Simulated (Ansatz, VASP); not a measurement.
One calculation of CoO, two programs

```
Co O
1.0
     1.61283    0.93117    2.58347
    -1.61283    0.93117    2.58347
     0.00000   -1.86234    2.58347
Co O
1 1
Direct
  0.99898 0.99898 0.99898
  0.75102 0.75102 0.75102
```

Alike in both runs: task single point; functional LDA; k mesh 10 × 10 × 10; occupations fermi-dirac, width 0.05 eV; collinear spin.

|  | VASP | Ansatz |
| --- | --- | --- |
| version | VASP 6.6.1 | Ansatz 0.2.0 |
| potentials or method | VASP PAW LDA potentials, release 64 (Co, O) | Ansatz PAW |
| plane-wave cutoff (eV) | 520 | 420 |
| valence electrons in the cell | 15 | 23 |

```tsv
	VASP	Ansatz	Ansatz less VASP
gap on the k mesh at the Fermi level (eV)	none	none	-
pressure (GPa)	-18.7	-17.3	+1.38
traceless stress, the component that is largest in VASP (GPa)	2.62	2.71	+0.087
rms of the force components (eV/Å)	0.098	0.095	-0.0029
net moment per atom (μB)	1.28	1.37	+0.094
size of the moment on the site where the two differ most (μB)	0.28	0.32	+0.042
```

LDA's correlation is that of Perdew and Zunger in VASP and of Perdew and Wang (1992) in Ansatz. Site moments also hang on the region over which each program counts them. Atom by atom the forces differ by 0.003 eV/Å (rms over components). A gap of «none» marks a metal or a gap that the smearing closes. VASP's potentials hold 15 valence electrons a cell and Ansatz's 23, so a difference there can come from the potentials and not from the codes.
